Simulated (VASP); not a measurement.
NaI:

```
CELL_PARAMETERS angstrom
0.00000 3.23640 3.23640
3.23640 0.00000 3.23640
3.23640 3.23640 0.00000
ATOMIC_POSITIONS crystal
Na 0.00000 0.00000 0.00000
I 0.50000 0.50000 0.50000
```

Program: VASP 6.6.1. Alike in all runs: task electric field gradients; no spin polarisation; cell as given; k mesh 7 × 7 × 7; cutoff (eV) 520; smearing fermi-dirac 0.01 eV.

**Question.** Order these runs on this cell by their band gap on the k mesh, lowest first.
A. level PBE; potentials or basis VASP PAW PBE potentials, release 64 (Na_pv, I)
B. level LDA; potentials or basis VASP PAW LDA potentials, release 64 (Na_pv, I)
C. level r2SCAN; potentials or basis VASP PAW PBE potentials, release 64 (Na_pv, I)

**Answer.** B (3.35 eV), A (3.64 eV), C (4.44 eV).

Caveats: spin-orbit coupling is left out, which moves the levels of the heavy elements.
